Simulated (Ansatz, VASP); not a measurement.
# One calculation of Ru, two programs

```xyz
2
Lattice="2.8245 0.0000 0.0000 -1.4122 2.4461 0.0000 0.0000 0.0000 4.4621" Properties=species:S:1:pos:R:3 pbc="T T T"
Ru    0.0000    1.6307    1.1155
Ru    1.4122    0.8154    3.3465
```

Alike in both runs: task single point; functional PBE; k mesh 21 × 21 × 12; occupations gaussian, width 0.15 eV; no spin polarisation.

|  | VASP | Ansatz |
| --- | --- | --- |
| version | VASP 6.6.1 | Ansatz 0.2.0 |
| potentials or method | VASP PAW PBE potentials, release 64 (Ru_pv), cutoff 520 eV | scalar-relativistic, plane waves, PAW |
| valence electrons in the cell | 28 | 32 |

Ansatz gave:

```
gap on the k mesh at the Fermi level (eV)                     : none
pressure (GPa)                                                : -26.7
traceless stress, the component that is largest in VASP (GPa) : -1.47
```

Question: Estimate VASP's values.

Answer: gap on the k mesh at the Fermi level (eV): none; pressure (GPa): -26.8; traceless stress, the component that is largest in VASP (GPa): -1.47.

A gap of «none» marks a metal or a gap that the smearing closes. The functional is the same, so the differences come from potentials, cutoffs and numerics. VASP's potentials hold 28 valence electrons a cell and Ansatz's 32, so a difference there can come from the potentials and not from the codes.
